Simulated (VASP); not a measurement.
# W (Im-3m) in VASP: a series of runs, part 2 of 2

VASP 6.6.1. Earlier steps stand in the parts before.

### 3 Single point, PBE

This run uses another cell than the first one, of 16.15 Å³/atom, 1.019 times its volume.

The input, INCAR:

```
ALGO     = Normal         # electronic algorithm
EDIFF    = 1E-6           # SCF threshold, eV
ENCUT    = 520            # plane-wave cutoff, eV
GGA      = PE             # functional
ISIF     = 2              # what is computed and relaxed
ISMEAR   = -1             # smearing method
LASPH    = T              # aspherical terms in the spheres
LCHARG   = F              # write CHGCAR
LREAL    = F              # projectors in reciprocal space
LWAVE    = F              # write WAVECAR
NBANDS   = 13             # bands
NELM     = 100            # most SCF steps
PREC     = Accurate       # precision mode
SIGMA    = 0.05           # smearing width, eV
```

The input, KPOINTS:

```
k-points
0
Gamma
  12 12 12
```

The input, POSCAR:

```
W
1.0
   -1.5924225369      1.5924225369      1.5924225369
    1.5924225369     -1.5924225369      1.5924225369
    1.5924225369      1.5924225369     -1.5924225369
W
1
Direct
    0.0000000000      0.0000000000      0.0000000000
```

Potentials or basis: VASP PAW PBE potentials, release 64 (W_sv).

Launch:

```console
$ cat potpaw_PBE.64/W_sv/POTCAR > POTCAR
$ mpirun -np 1 vasp_std > vasp.out
```

OUTCAR:

```text
EDIFF = 1E-6
   ENCUT = 520
   GGA = PE
   ISIF = 2
   ISMEAR = -1
   LASPH = T
   LREAL = F
   NELM = 100
   PREC = Accurate

 ion  position               nearest neighbor table
   1  0.000  0.000  0.000-

  LATTYP: Found a body centered cubic cell.
 ALAT       =     3.1848450738

  Lattice vectors:

 A1 = (  -1.5924225369,   1.5924225369,   1.5924225369)
 A2 = (   1.5924225369,  -1.5924225369,   1.5924225369)
 A3 = (   1.5924225369,   1.5924225369,  -1.5924225369)

Analysis of symmetry for initial positions (statically):
=====================================================================
 Subroutine PRICEL returns:
 Original cell was already a primitive cell.

 Routine SETGRP: Setting up the symmetry group for a
 body centered cubic supercell.

 Subroutine GETGRP returns: Found 48 space group operations
 (whereof 48 operations were pure point group operations)
 out of a pool of 48 trial point group operations.

The static configuration has the point symmetry O_h .

Analysis of symmetry for dynamics (positions and initial velocities):
=====================================================================
 Subroutine PRICEL returns:
 Original cell was already a primitive cell.

 Routine SETGRP: Setting up the symmetry group for a
 body centered cubic supercell.

 Subroutine GETGRP returns: Found 48 space group operations
 (whereof 48 operations were pure point group operations)
 out of a pool of 48 trial point group operations.

The dynamic configuration has the point symmetry O_h .

 Subroutine INISYM returns: Found 48 space group operations
 (whereof 48 operations are pure point group operations),
 and found     1 'primitive' translations

----------------------------------------------------------------------------------------
[... 104 lines left out ...]
   EMIN   =  10.00;   EMAX   =-10.00  energy-range for DOS
   EFERMI =   0.00;   METHOD = LEGACY
   ISMEAR =    -1;   SIGMA  =   0.05  broadening in eV -4-tet -1-fermi 0-gaus
   EFERMI_NEDOS =   21; number of points for ismear=-14 and -15
   IALGO  =     38    algorithm
   IMIX   =      4    mixing-type and parameters
     AMIX     =   0.40;   BMIX     =  1.00
     AMIX_MAG =   1.60;   BMIX_MAG =  1.00
  volume/ion in A,a.u.               =      16.15       109.00
  Fermi-wavevector in a.u.,A,eV,Ry     =   1.560891  2.949656 33.148965  2.436380
  Thomas-Fermi vector in A             =   2.664036
   LORBIT       =      0    0 simple, 1 ext, 2 COOP (PROOUT), +10 PAW based schemes
   GGA     = PE    functional components
[... 5 lines left out ...]
 non-spin polarized calculation
  energy-cutoff  :      520.00
  volume of cell :       16.15
 maximum number of plane-waves:       466
 NGX is ok and might be reduce to    24
   NGX = 11   NGY = 11   NGZ = 11

 number of electron      14.0000002 magnetization

 Free energy of the ion-electron system (eV)
  ---------------------------------------------------
  ext. energy  EPLUGINS =         0.00000000
  ---------------------------------------------------
  free energy    TOTEN  =       -12.95732726 eV

  energy without entropy =      -12.95288797  energy(sigma->0) =      -12.95510761

 E-fermi :  11.0708     XC(G=0): -13.5358

 val. band max:       11.0551113925   @ k =  -0.2500   0.3333   0.1667
 cond. band min:      11.1010203253   @ k =  -0.1667   0.1667   0.0833
 fundamental gap:      0.0459089328
 Fermi energy:        11.0708318821

 k-point     1 :       0.0000    0.0000    0.0000
  band No.  band energies     occupation
      1     -63.0436      2.00000
      2     -26.6315      2.00000
      3     -26.6315      2.00000
      4     -26.6315      2.00000
      5       1.6410      2.00000
      6       9.9722      2.00000
      7       9.9722      2.00000
      8       9.9722      2.00000
      9      13.3871      0.00000
     10      13.3871      0.00000
     11      25.6481      0.00000
     12      25.6481      0.00000
     13      25.6481      0.00000
[... 354 lines left out ...]
  band No.  band energies     occupation
      1     -62.9181      2.00000
      2     -27.7611      2.00000
      3     -27.0812      2.00000
      4     -26.7187      2.00000
      5       5.6661      2.00000
      6       7.6479      2.00000
      7      10.8581      1.97202
      8      13.5116      0.00000
      9      14.2641      0.00000
     10      18.4099      0.00000
     11      20.8432      0.00000
     12      23.3047      0.00000
     13      26.9175      0.00000

 [... further k-points ...]
[... 5 lines left out ...]
  --------------------------------------------------------------------------------------
  -------------------------------------------------------------------------------------
  Total        0.0409802      0.0409802      0.0409802     -0.0000000     -0.0000000      0.0000000
  in kB        4.0648966      4.0648966      4.0648966     -0.0000000     -0.0000000      0.0000000
  external PRESSURE =       4.0648966 kB  Pullay stress =       0.0000000 kB

 VOLUME and BASIS-vectors are now :
 -----------------------------------------------------------------------------
  energy-cutoff  :      520.00
  volume of cell :       16.15
      direct lattice vectors                 reciprocal lattice vectors
    -1.592422537  1.592422537  1.592422537     0.000000000  0.313987016  0.313987016
     1.592422537 -1.592422537  1.592422537     0.313987016  0.000000000  0.313987016
     1.592422537  1.592422537 -1.592422537     0.313987016  0.313987016  0.000000000

 POSITION                                       TOTAL-FORCE (eV/Angst)
 -----------------------------------------------------------------------------------
      0.00000      0.00000      0.00000         0.000000      0.000000      0.000000
 -----------------------------------------------------------------------------------
    total drift:                               -0.000000      0.000000      0.000000

  FREE ENERGIE OF THE ION-ELECTRON SYSTEM (eV)
  ---------------------------------------------------
  free  energy   TOTEN  =       -12.9573272587 eV

  energy  without entropy=      -12.9528879689  energy(sigma->0) =      -12.95510761
```

stdout:

```text
POSCAR found type information on POSCAR W
 POSCAR found :  1 types and       1 ions
 scaLAPACK will be used
 LDA part: xc-table for (Slater+PW92), standard interpolation
 POSCAR, INCAR and KPOINTS ok, starting setup
 FFT: planning ... GRIDC
 FFT: planning ... GRID_SOFT
 FFT: planning ... GRID
 WAVECAR not read
 entering main loop
```

Wall time 8.7 s (1 thread of Intel Xeon 6975P-C, shared host); peak memory 0.15 GiB.

What came out:

| Property | Result |
| --- | --- |
| Free energy | -12.9573 eV |
| Pressure | 0.4 GPa |
| Band gap on the k mesh | zero (band 7 reaches 16.20 eV, above the bottom of band 8 at 9.97 eV) |

Levels at points of the mesh, in eV from the Fermi level:
| k point | band 4 | band 5 | band 6 | band 7 | band 8 | band 9 | band 10 | band 11 |
| --- | --- | --- | --- | --- | --- | --- | --- | --- |
| (0.00, 0.00, 0.00) | -37.70 | -9.43 | -1.10 | -1.10 | -1.10 | 2.32 | 2.32 | 14.58 |
| (0.50, 0.00, 0.00) | -37.71 | -6.05 | -3.38 | 0.72 | 2.20 | 3.15 | 6.08 | 10.88 |
| (0.50, 0.50, 0.50) | -38.55 | -5.58 | -5.58 | 5.13 | 5.13 | 5.13 | 8.20 | 8.20 |

Caveat: spin-orbit coupling is left out, which moves the levels of the heavy elements.

### 4 Relaxation of cell and atoms, PBE

The input, INCAR:

```
  ALGO = Normal
  EDIFF = 1E-6
  EDIFFG = -0.02
  ENCUT = 600
  GGA = PE
  IBRION = 2
  ISIF = 3
  ISMEAR = -1
  LASPH = True
  LCHARG = False
  LREAL = False
  LWAVE = False
  NELM = 60
  NSW = 80
  PREC = Accurate
  SIGMA = 0.05
```

KPOINTS is that of step 3.

The input, POSCAR:

```
W
1.0
   -1.5823450000      1.5823450000      1.5823450000
    1.5823450000     -1.5823450000      1.5823450000
    1.5823450000      1.5823450000     -1.5823450000
W
1
Direct
    0.0000000000      0.0000000000      0.0000000000
```

Launch:

```console
$ cat potpaw_PBE.64/W_sv/POTCAR > POTCAR
$ mpirun -np 1 vasp_std > vasp.out
```

Wall time 22 s (1 thread of Intel Xeon 6975P-C, shared host); peak memory 0.16 GiB.

Results (log left out):

* Free energy: -12.9575 eV
* Relaxed volume: 16.19 Å³/atom
* Relaxed cell: a = 2.760 Å, b = 2.760 Å, c = 2.760 Å, α = 109.47°, β = 109.47°, γ = 109.47°
* Space group after relaxing (to 0.05 Å): Im-3m (No. 229)
* Energy gained by relaxing: 6.5 meV/atom
* Ionic steps: 3
* Pressure after relaxing: -0.2 GPa
* Band gap on the k mesh: zero (band 7 reaches 16.15 eV, above the bottom of band 8 at 9.94 eV)

The path:
| step | energy change (eV) | largest force (eV/Å) | pressure (GPa) | volume (Å³) |
| --- | --- | --- | --- | --- |
| 1 | 0.0000 | 0.0000 | 6.48 | 15.85 |
| 2 | 0.0669 | 0.0000 | -18.66 | 17.36 |
| 3 | -0.0065 | 0.0000 | -0.18 | 16.19 |

Final structure:
```cif
data_structure
_symmetry_space_group_name_H-M 'P 1'
_symmetry_Int_Tables_number 1
_cell_length_a 2.7601
_cell_length_b 2.7601
_cell_length_c 2.7601
_cell_angle_alpha 109.471
_cell_angle_beta 109.471
_cell_angle_gamma 109.471
_cell_volume 16.19
loop_
_atom_site_label
_atom_site_type_symbol
_atom_site_fract_x
_atom_site_fract_y
_atom_site_fract_z
_atom_site_occupancy
W1 W 0.00000 0.00000 0.00000 1
```

Levels at points of the mesh, in eV from the Fermi level:
| k point | band 4 | band 5 | band 6 | band 7 | band 8 | band 9 | band 10 | band 11 |
| --- | --- | --- | --- | --- | --- | --- | --- | --- |
| (0.00, 0.00, 0.00) | -37.71 | -9.42 | -1.09 | -1.09 | -1.09 | 2.31 | 2.31 | 14.57 |
| (0.50, 0.00, 0.00) | -37.71 | -6.04 | -3.37 | 0.71 | 2.19 | 3.15 | 6.06 | 10.85 |
| (0.50, 0.50, 0.50) | -38.55 | -5.57 | -5.57 | 5.11 | 5.11 | 5.11 | 8.18 | 8.18 |

Caveat: spin-orbit coupling is left out, which moves the levels of the heavy elements. PBE usually gives volumes a little too large and moduli too small.

### 5 Overview

```csv
task,cell,cutoff (eV),smearing,gap on the mesh (eV),pressure (GPa)
single point,"a = 2.741 Å, angles 109.5°, 1 atom",520,gaussian 0.023 eV,none,6.7
single point,"a = 2.758 Å, angles 109.5°, 1 atom",520,fermi-dirac 0.05 eV,none,0.4
relaxation of cell and atoms,"relaxed from a = 2.741 Å, angles 109.5°, 1 atom",600,fermi-dirac 0.05 eV,none,-0.2
```

Alike in all rows: level PBE; potentials or basis VASP PAW PBE potentials, release 64 (W_sv); no spin polarisation; k mesh 12 × 12 × 12.

Caveats: spin-orbit coupling is left out, which moves the levels of the heavy elements.

Total energies depend on the potentials used, so only differences within one code and one set of settings carry meaning.
